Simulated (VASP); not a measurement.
Write the native input for VASP 6.6.1 that does the following.

```yaml
Task: single point
Functional: revPBE
Dispersion: D3(BJ)
Potentials_or_basis: VASP PAW PBE potentials, release 64 (Cs_sv)
Cutoff: 520 eV
k_mesh: 5 × 5 × 5
Occupations: methfessel-paxton, width 0.2 eV
Spin: non-collinear spin, zero start, spin-orbit coupling
Starting_moments: "[[0.0, 0.0, 0.0]] μB"
Dipole_correction: no
Further_INCAR_settings: ALGO = Normal; EDIFF = 1e-07; NBANDS = 20
```

The structure of Cs lies in POSCAR:

```
Cs
1.0
    5.4898565282      0.0000000000      0.0000000000
    2.7449282641      4.7543552165      0.0000000000
    2.7449282641      1.5847850722      4.4824490851
Cs
1
Direct
    0.0000000000      0.0000000000      0.0000000000
```

This isn't the form of Cs at room conditions, which is bcc.

One way to write it, as run:

INCAR

```
PREC = Accurate
ENCUT = 520
EDIFF = 1E-7
ISMEAR = 1
SIGMA = 0.2
LREAL = False
LASPH = True
NELM = 150
ALGO = Normal
ISIF = 2
LWAVE = False
LCHARG = False
LNONCOLLINEAR = True
MAGMOM = 0 0 0
LORBIT = 11
LSORBIT = True
GGA_COMPAT = False
LORBMOM = True
GGA = RE
IVDW = 12
NBANDS = 20
```

KPOINTS

```
regular mesh
0
Gamma
  5 5 5
```

Potentials or basis: VASP PAW PBE potentials, release 64 (Cs_sv).

Run with:

```sh
$ cat potpaw_PBE.64/Cs_sv/POTCAR > POTCAR
$ mpirun -np 1 vasp_ncl > vasp.out
```

It gave:

* Pressure: 0.0 GPa
* Net moment: 0.00 μB per cell
* Valence electrons inside the program's atomic spheres: Cs 6.56
* Dispersion energy per atom: -0.139 eV

Caveat: the PAW data sets were made with another functional, which shifts forces and pressure a little.

Wall time 120 s on 1 thread of Intel Xeon 8259CL, with other jobs on the host, peak memory 0.52 GiB.
